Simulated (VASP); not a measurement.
# ScW (Pm-3m) in VASP: a series of runs

ScW is run at these levels: PBE; tasks: single point, relaxation of cell and atoms.

Everything below comes from runs of VASP 6.6.1. Logs are shortened: lines on timing, memory, paths and dates and some standing lists are left out, and cuts for length are marked.

### 1 The cell of the first run

Symmetry: Pm-3m, No. 221, cubic system. The conventional cell has a = 3.322 Å, b = 3.322 Å, c = 3.322 Å, α = 90.00°, β = 90.00°, γ = 90.00°. Sc (site symmetry m-3m) has 8 W at 2.88 Å and 6 Sc at 3.32 Å within 3.8 Å. W (site symmetry m-3m) has 8 Sc at 2.88 Å and 6 W at 3.32 Å within 3.8 Å.

### 2 Single point, PBE

INCAR reads:

```
SYSTEM = ScW
PREC = Accurate
ENCUT = 520
EDIFF = 1E-6
ISMEAR = 0
SIGMA = 0.1
LREAL = .False.
LASPH = .True.
NELM = 80
ALGO = Normal
ISIF = 2
LWAVE = .False.
LCHARG = .False.
GGA = PE
NBANDS = 20
```

KPOINTS reads:

```
regular mesh
0
Gamma
  16 16 16
  0 0 0
```

POSCAR reads:

```
ScW
1.0
    3.3215351949      0.0000000000      0.0000000000
    0.0000000000      3.3215351949      0.0000000000
    0.0000000000      0.0000000000      3.3215351949
Sc W
1 1
Direct
    0.0000000000      0.0000000000      0.0000000000
    0.5000000000      0.5000000000      0.5000000000
```

Potentials or basis: VASP PAW PBE potentials, release 64 (Sc_sv, W_sv).

Started as:

```console
> cat potpaw_PBE.64/Sc_sv/POTCAR potpaw_PBE.64/W_sv/POTCAR > POTCAR
> mpirun -np 1 vasp_std > vasp.out
```

OUTCAR:

```text
SYSTEM = ScW
   PREC = Accurate
   ENCUT = 520
   EDIFF = 1E-6
   ISMEAR = 0
   LREAL = .False.
   LASPH = .True.
   NELM = 80
   ISIF = 2
   GGA = PE

 ion  position               nearest neighbor table
   1  0.000  0.000  0.000-   2 2.88   2 2.88   2 2.88   2 2.88   2 2.88   2 2.88   2 2.88   2 2.88

   2  0.500  0.500  0.500-   1 2.88   1 2.88   1 2.88   1 2.88   1 2.88   1 2.88   1 2.88   1 2.88

  LATTYP: Found a simple cubic cell.
 ALAT       =     3.3215351949

  Lattice vectors:

 A1 = (   3.3215351949,   0.0000000000,   0.0000000000)
 A2 = (   0.0000000000,   3.3215351949,   0.0000000000)
 A3 = (   0.0000000000,   0.0000000000,   3.3215351949)

Analysis of symmetry for initial positions (statically):
=====================================================================
 Subroutine PRICEL returns:
 Original cell was already a primitive cell.

 Routine SETGRP: Setting up the symmetry group for a
 simple cubic supercell.

 Subroutine GETGRP returns: Found 48 space group operations
 (whereof 48 operations were pure point group operations)
 out of a pool of 48 trial point group operations.

The static configuration has the point symmetry O_h .

Analysis of symmetry for dynamics (positions and initial velocities):
=====================================================================
 Subroutine PRICEL returns:
 Original cell was already a primitive cell.

 Routine SETGRP: Setting up the symmetry group for a
 simple cubic supercell.

 Subroutine GETGRP returns: Found 48 space group operations
 (whereof 48 operations were pure point group operations)
 out of a pool of 48 trial point group operations.

The dynamic configuration has the point symmetry O_h .

 Subroutine INISYM returns: Found 48 space group operations
 (whereof 48 operations are pure point group operations),
 and found     1 'primitive' translations

----------------------------------------------------------------------------------------

                                     Primitive cell

  volume of cell :      36.6452

  direct lattice vectors                    reciprocal lattice vectors
     3.321535195  0.000000000  0.000000000     0.301065604  0.000000000  0.000000000
     0.000000000  3.321535195  0.000000000     0.000000000  0.301065604  0.000000000
     0.000000000  0.000000000  3.321535195     0.000000000  0.000000000  0.301065604

  length of vectors
     3.321535195  3.321535195  3.321535195     0.301065604  0.301065604  0.301065604

  position of ions in fractional coordinates (direct lattice)
     0.000000000  0.000000000  0.000000000
     0.500000000  0.500000000  0.500000000

  ion indices of the primitive-cell ions
   primitive index   ion index
                 1           1
                 2           2

----------------------------------------------------------------------------------------

 KPOINTS: regular mesh

Automatic generation of k-mesh.
 Grid dimensions read from file:
 generate k-points for:   16   16   16

 Generating k-lattice:

  Cartesian coordinates                     Fractional coordinates (reciprocal lattice)
     0.018816600  0.000000000  0.000000000     0.062500000  0.000000000  0.000000000
     0.000000000  0.018816600  0.000000000     0.000000000  0.062500000  0.000000000
     0.000000000  0.000000000  0.018816600     0.000000000  0.000000000  0.062500000

  Length of vectors
     0.018816600  0.018816600  0.018816600

  Shift w.r.t. Gamma in fractional coordinates (k-lattice)
     0.000000000  0.000000000  0.000000000

 Subroutine IBZKPT returns following result:
 ===========================================

 Found    165 irreducible k-points:

 Following reciprocal coordinates:
            Coordinates               Weight
  0.000000  0.000000  0.000000      1.000000
  0.062500  0.000000  0.000000      6.000000
  0.125000  0.000000  0.000000      6.000000
  0.187500  0.000000  0.000000      6.000000
  0.250000  0.000000  0.000000      6.000000
  0.312500  0.000000  0.000000      6.000000
[... 16 lines left out ...]
  0.437500  0.125000  0.000000     24.000000
  0.500000  0.125000  0.000000     12.000000
 [... further k-points ...]
   k-points           NKPTS =    165   k-points in BZ     NKDIM =    165   number of bands    NBANDS=     20
   number of dos      NEDOS =    301   number of ions     NIONS =      2
   total plane-waves  NPLWV =  21952
   dimension x,y,z NGX =    28 NGY =   28 NGZ =   28
   dimension x,y,z NGXF=    56 NGYF=   56 NGZF=   56
   ions per type =               1   1
   NGX,Y,Z   is equivalent  to a cutoff of  14.01, 14.01, 14.01 a.u.
   NGXF,Y,Z  is equivalent  to a cutoff of  28.03, 28.03, 28.03 a.u.
 SYSTEM =  ScW
   PREC   = accura    normal or accurate (medium, high low for compatibility)
   ISTART =      0    job   : 0-new  1-cont  2-samecut
   ICHARG =      2    charge: 1-file 2-atom 10-const
   ISPIN  =      1    spin polarized calculation?
   LNONCOLLINEAR =      F non collinear calculations
   LSORBIT =      F    spin-orbit coupling
   LASPH  =      T    aspherical Exc in radial PAW
   ENCUT  =  520.0 eV  38.22 Ry    6.18 a.u.   6.18  6.18  6.18*2*pi/ulx,y,z
   NELM   =     80;   NELMIN=  2; NELMDL= -5     # of ELM steps
   EDIFF  = 0.1E-05   stopping-criterion for ELM
   LREAL  =      F    real-space projection
   EDIFFG = 0.1E-04   stopping-criterion for IOM
   NSW    =      0    number of steps for IOM
   IBRION =     -1    ionic relax: 0-MD 1-quasi-New 2-CG
   NFREE  =      0    steps in history (QN), initial steepest desc. (CG)
   ISIF   =      2    stress and relaxation
   ISYM   =      2    0-nonsym 1-usesym 2-fastsym
   POTIM  = 0.5000    time-step for ionic-motion
   TEBEG  =    0.0;   TEEND  =   0.0 temperature during run
   PSTRESS=    0.0 pullay stress
   NELECT =      25.0000    total number of electrons
   NUPDOWN=      -1.0000    fix difference up-down
   EMIN   =  10.00;   EMAX   =-10.00  energy-range for DOS
   EFERMI =   0.00;   METHOD = LEGACY
   ISMEAR =     0;   SIGMA  =   0.10  broadening in eV -4-tet -1-fermi 0-gaus
   EFERMI_NEDOS =   21; number of points for ismear=-14 and -15
   IALGO  =     38    algorithm
   IMIX   =      4    mixing-type and parameters
     AMIX     =   0.40;   BMIX     =  1.00
     AMIX_MAG =   1.60;   BMIX_MAG =  1.00
  volume/ion in A,a.u.               =      18.32       123.65
  Fermi-wavevector in a.u.,A,eV,Ry     =   1.441173  2.723421 28.259005  2.076978
  Thomas-Fermi vector in A             =   2.559834
   LORBIT       =      0    0 simple, 1 ext, 2 COOP (PROOUT), +10 PAW based schemes
   GGA     = PE    functional components
   LHFCALC =     F    Hartree Fock is set to
   AEXX    =    0.0000 exact exchange contribution
   IVDW    =     0    specifies the selected vdW correction
   LEPSILON=     F    determine dielectric tensor
   LRPA    =     F    only Hartree local field effects (RPA)
 non-spin polarized calculation
 Gauss-broadening in eV      SIGMA  =   0.10
  energy-cutoff  :      520.00
  volume of cell :       36.65
 maximum number of plane-waves:      1021
 NGX is ok and might be reduce to    28
   NGX = 13   NGY = 13   NGZ = 13

 number of electron      25.0000001 magnetization

 Free energy of the ion-electron system (eV)
  ---------------------------------------------------
  ext. energy  EPLUGINS =         0.00000000
  ---------------------------------------------------
  free energy    TOTEN  =       -17.97242721 eV

  energy without entropy =      -17.95427933  energy(sigma->0) =      -17.96335327

 E-fermi :   6.9839     XC(G=0): -11.9798

 val. band max:        6.9827430165   @ k =   0.5000   0.0625   0.0625
 cond. band min:       6.9910918516   @ k =   0.2500   0.1875   0.0625
 fundamental gap:      0.0083488351
 Fermi energy:         6.9838577944

 k-point     1 :       0.0000    0.0000    0.0000
  band No.  band energies     occupation
      1     -66.3919      2.00000
      2     -41.1216      2.00000
      3     -30.5429      2.00000
      4     -30.5429      2.00000
      5     -30.5429      2.00000
      6     -19.7200      2.00000
[... 12 lines left out ...]
     19      12.6348      0.00000
     20      15.4058      0.00000

 k-point     2 :       0.0625    0.0000    0.0000
  band No.  band energies     occupation
      1     -66.3917      2.00000
      2     -41.1211      2.00000
      3     -30.5475      2.00000
      4     -30.5423      2.00000
      5     -30.5423      2.00000
      6     -19.7292      2.00000
[... 12 lines left out ...]
     19      12.5833      0.00000
     20      15.1547      0.00000

 k-point     3 :       0.1250    0.0000    0.0000
  band No.  band energies     occupation
      1     -66.3912      2.00000
      2     -41.1195      2.00000
      3     -30.5606      2.00000
      4     -30.5406      2.00000
      5     -30.5406      2.00000
      6     -19.7554      2.00000
[... 12 lines left out ...]
     19      12.4342      0.00000
     20      14.5180      0.00000

 k-point     4 :       0.1875    0.0000    0.0000
  band No.  band energies     occupation
      1     -66.3905      2.00000
      2     -41.1172      2.00000
      3     -30.5802      2.00000
      4     -30.5382      2.00000
      5     -30.5382      2.00000
      6     -19.7945      2.00000
[... 12 lines left out ...]
     19      12.2024      0.00000
     20      13.7193      0.00000

 k-point     5 :       0.2500    0.0000    0.0000
  band No.  band energies     occupation
      1     -66.3897      2.00000
      2     -41.1145      2.00000
      3     -30.6031      2.00000
      4     -30.5353      2.00000
      5     -30.5353      2.00000
      6     -19.8402      2.00000
[... 12 lines left out ...]
     19      11.9112      0.00000
     20      12.9663      0.00000

 k-point     6 :       0.3125    0.0000    0.0000
  band No.  band energies     occupation
      1     -66.3888      2.00000
      2     -41.1118      2.00000
      3     -30.6260      2.00000
      4     -30.5323      2.00000
      5     -30.5323      2.00000
      6     -19.8855      2.00000
[... 12 lines left out ...]
     19      11.5915      0.00000
     20      12.4691      0.00000

 k-point     7 :       0.3750    0.0000    0.0000
  band No.  band energies     occupation
      1     -66.3881      2.00000
      2     -41.1094      2.00000
      3     -30.6452      2.00000
      4     -30.5298      2.00000
      5     -30.5298      2.00000
      6     -19.9236      2.00000
[... 12 lines left out ...]
     19      11.2844      0.00000
     20      12.3199      0.00000
[... 277 lines left out ...]
 k-point    20 :       0.2500    0.1250    0.0000
  band No.  band energies     occupation
      1     -66.3890      2.00000
      2     -41.1119      2.00000
      3     -30.6026      2.00000
      4     -30.5542      2.00000
      5     -30.5333      2.00000
      6     -19.8367      2.00000
[... 12 lines left out ...]
     19      12.4549      0.00000
     20      13.6839      0.00000

 k-point    21 :       0.3125    0.1250    0.0000
  band No.  band energies     occupation
      1     -66.3882      2.00000
      2     -41.1090      2.00000
      3     -30.6259      2.00000
      4     -30.5520      2.00000
      5     -30.5304      2.00000
      6     -19.8793      2.00000
[... 12 lines left out ...]
     19      12.1633      0.00000
     20      12.9526      0.00000

 k-point    22 :       0.3750    0.1250    0.0000
  band No.  band energies     occupation
      1     -66.3874      2.00000
      2     -41.1065      2.00000
      3     -30.6456      2.00000
      4     -30.5501      2.00000
      5     -30.5280      2.00000
      6     -19.9152      2.00000
[... 12 lines left out ...]
     19      11.8272      0.00000
     20      12.5170      0.00000

 k-point    23 :       0.4375    0.1250    0.0000
  band No.  band energies     occupation
      1     -66.3870      2.00000
      2     -41.1048      2.00000
      3     -30.6587      2.00000
      4     -30.5488      2.00000
      5     -30.5264      2.00000
      6     -19.9391      2.00000
[... 12 lines left out ...]
     19      11.5053      0.00000
     20      12.3810      0.00000

 k-point    24 :       0.5000    0.1250    0.0000
  band No.  band energies     occupation
      1     -66.3868      2.00000
      2     -41.1043      2.00000
      3     -30.6633      2.00000
      4     -30.5483      2.00000
      5     -30.5258      2.00000
      6     -19.9475      2.00000
[... 12 lines left out ...]
     19      11.3383      0.00000
     20      12.3621      0.00000

 [... further k-points ...]
[... 5 lines left out ...]
  --------------------------------------------------------------------------------------
  -------------------------------------------------------------------------------------
  Total        0.0475548      0.0475548      0.0475548      0.0000000      0.0000000      0.0000000
  in kB        2.0791640      2.0791640      2.0791640      0.0000000      0.0000000      0.0000000
  external PRESSURE =       2.0791640 kB  Pullay stress =       0.0000000 kB

 VOLUME and BASIS-vectors are now :
 -----------------------------------------------------------------------------
  energy-cutoff  :      520.00
  volume of cell :       36.65
      direct lattice vectors                 reciprocal lattice vectors
     3.321535195  0.000000000  0.000000000     0.301065604  0.000000000  0.000000000
     0.000000000  3.321535195  0.000000000     0.000000000  0.301065604  0.000000000
     0.000000000  0.000000000  3.321535195     0.000000000  0.000000000  0.301065604

 POSITION                                       TOTAL-FORCE (eV/Angst)
 -----------------------------------------------------------------------------------
      0.00000      0.00000      0.00000         0.000000      0.000000      0.000000
      1.66077      1.66077      1.66077         0.000000      0.000000      0.000000
 -----------------------------------------------------------------------------------
    total drift:                                0.000000      0.000000      0.000000

  FREE ENERGIE OF THE ION-ELECTRON SYSTEM (eV)
  ---------------------------------------------------
  free  energy   TOTEN  =       -17.9724272050 eV

  energy  without entropy=      -17.9542793327  energy(sigma->0) =      -17.96335327
```

It took 71 s on 1 thread of Intel Xeon 6975P-C (Granite Rapids), shared host; peak memory 0.25 GiB.

What came out:

```yaml
Free_energy: -17.9724 eV
Pressure: 0.2 GPa
Band_gap_on_the_k_mesh: zero (an odd number of electrons rules out a gap without spin polarisation)
```

Caveat: spin-orbit coupling is left out, which moves the levels of the heavy elements.

(Part 1 of 2 ends here.)
